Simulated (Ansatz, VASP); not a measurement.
PtS2: VASP beside Ansatz

Contents of INCAR:

```
PREC     = Accurate       # precision mode
ENCUT    = 520            # plane-wave cutoff, eV
EDIFF    = 1E-7           # SCF threshold, eV
ISMEAR   = 0              # smearing method
SIGMA    = 0.05           # smearing width, eV
LREAL    = False          # projectors in reciprocal space
LASPH    = True           # aspherical terms in the spheres
NELM     = 80             # most SCF steps
ALGO     = Normal         # electronic algorithm
ISIF     = 2              # what is computed and relaxed
LWAVE    = False          # write WAVECAR
LCHARG   = False          # write CHGCAR
GGA      = PE             # functional
NBANDS   = 18             # bands
```

KPOINTS

```
Automatic mesh
0
Gamma
  12 12 8
```

Contents of POSCAR:

```
PtS2
1.0
    3.5431994758      0.0000000000      0.0000000000
   -1.7715997379      3.0685007567      0.0000000000
    0.0000000000      0.0000000000      5.0388000000
Pt S
1 2
Direct
    0.0000000000      0.0000000000      0.0000000000
    0.3363424573      0.6860344312      0.2769270461
    0.6666666667      0.3333333333      0.7500000000
```

Input for Ansatz:

```yaml
crystal:
  lattice:
    - [3.5431994758, 0.0, 0.0]
    - [-1.7715997379, 3.0685007567, 0.0]
    - [0.0, 0.0, 5.0388]
  atoms:
    - { symbol: Pt, position: [0.0, 0.0, 0.0] }
    - { symbol: S, position: [0.3363424573, 0.6860344312, 0.2769270461] }
    - { symbol: S, position: [0.6666666667, 0.3333333333, 0.75] }
basis:
  ecutwfc: 420
kpoints:
  mp_grid: { grid: [12, 12, 8] }
hamiltonian:
  xc: pbe
scf:
  occupations: { method: gaussian, width: 0.05 }
output:
  forces: true
  stress: true
  eigenvalues: true
```

Change from the starting cell: one atom moved.

Alike in both runs: task single point; functional PBE; k mesh 12 × 12 × 8; occupations gaussian, width 0.05 eV; no spin polarisation.

```csv
,VASP,Ansatz
version,VASP 6.6.1,Ansatz 0.2.0
potentials or method,"VASP PAW PBE potentials, release 64 (Pt, S), cutoff 520 eV","scalar-relativistic, plane waves, PAW"
valence electrons in the cell,22,30
```

```csv
,VASP,Ansatz,Ansatz less VASP
gap on the k mesh at the Fermi level (eV),0.15,0.15,-0.003
least direct gap on the mesh (eV),0.63,0.62,-0.008
pressure (GPa),-2.1,-1.7,+0.40
"traceless stress, the component that is largest in VASP (GPa)",-3.13,-3.23,-0.106
rms of the force components (eV/Å),0.674,0.662,-0.0123
```

Atom by atom the forces differ by 0.017 eV/Å (rms over components). VASP's potentials hold 22 valence electrons a cell and Ansatz's 30, so a difference there can come from the potentials and not from the codes.

Neither program's run includes spin-orbit coupling.
